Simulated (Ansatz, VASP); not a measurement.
**Two plane-wave programs on Rh**

```
Rh
1.0
     4.28111    0.00000    0.00000
    -2.14056    3.70755    0.00000
     0.00000    0.00000    2.62069
Rh
3
Direct
  0.00000 0.00000 0.00000
  0.33333 0.66667 0.50000
  0.66667 0.33333 0.50000
```

Alike in both runs: functional PBEsol; k mesh 12 × 12 × 18; occupations gaussian, width 0.1 eV; no spin polarisation.

Ansatz relaxed the structure, and its values are those at the end. VASP's run is a single point on that final structure, the one shown.

```csv
,VASP,Ansatz
version,VASP 6.6.1,Ansatz 0.2.0
potentials or method,"VASP PAW PBE potentials, release 64 (Rh_pv), cutoff 500 eV","scalar-relativistic, plane waves, PAW"
valence electrons in the cell,45,51
```

|  | VASP | Ansatz | Ansatz less VASP |
| --- | --- | --- | --- |
| gap on the k mesh at the Fermi level (eV) | none | none | - |
| pressure (GPa) | 0.0 | 0.0 | +0.03 |

VASP's potentials were made for PBE, not for PBEsol. A gap of «none» marks a metal or a gap that the smearing closes. VASP's potentials hold 45 valence electrons a cell and Ansatz's 51, so a difference there can come from the potentials and not from the codes.
